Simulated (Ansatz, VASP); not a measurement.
**W: VASP beside Ansatz**

```
W
1.0
     0.00000    1.99362    1.99362
     1.99362    0.00000    1.99362
     1.99362    1.99362    0.00000
W
1
Direct
  0.00000 0.00000 0.00000
```

Alike in both runs: task relaxation of cell and atoms; functional revPBE; k mesh 14 × 14 × 14; occupations fermi-dirac, width 0.1 eV; no spin polarisation.

|  | VASP | Ansatz |
| --- | --- | --- |
| version | VASP 6.6.1 | Ansatz 0.2.0 |
| potentials or method | VASP PAW PBE potentials, release 64 (W_sv), cutoff 600 eV | plane waves (420 eV) with PAW, scalar-relativistic |
| valence electrons in the cell | 14 | 14 |

```tsv
	VASP	Ansatz	Ansatz less VASP
relaxed volume (Å³/atom)	16.65	16.61	-0.033
relaxed cell length with the largest relative difference (Å)	2.866	2.864	-0.0019
```

VASP's potentials were made for PBE, not for revPBE.

Neither program's run includes spin-orbit coupling.
